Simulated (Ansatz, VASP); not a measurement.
TiSi2 in VASP and in Ansatz

```
CELL_PARAMETERS angstrom
0.00000 3.46228 3.46228
3.46228 0.00000 3.46228
3.46228 3.46228 0.00000
ATOMIC_POSITIONS crystal
Ti 0.50000 0.50000 0.50000
Ti 0.75000 0.75000 0.75000
Si 0.12500 0.12500 0.12500
Si 0.62500 0.12500 0.12500
Si 0.12500 0.12500 0.62500
Si 0.12500 0.62500 0.12500
```

Alike in both runs: functional PBE; k mesh 10 × 10 × 10; occupations gaussian, width 0.1 eV; no spin polarisation.

Ansatz relaxed the structure, and its values are those at the end. VASP's run is a single point on that final structure, the one shown.

```csv
,VASP,Ansatz
version,VASP 6.6.1,Ansatz 0.2.0
potentials or method,"VASP PAW PBE potentials, release 64 (Ti_sv, Si), cutoff 520 eV","scalar-relativistic, plane waves, PAW"
valence electrons in the cell,40,40
```

VASP gave:

| Item | Value |
| --- | --- |
| gap on the k mesh at the Fermi level (eV) | none |
| pressure (GPa) | -0.1 |

What did Ansatz give for the same quantities?

gap on the k mesh at the Fermi level (eV): none; pressure (GPa): 0.0.

A gap of «none» marks a metal or a gap that the smearing closes.
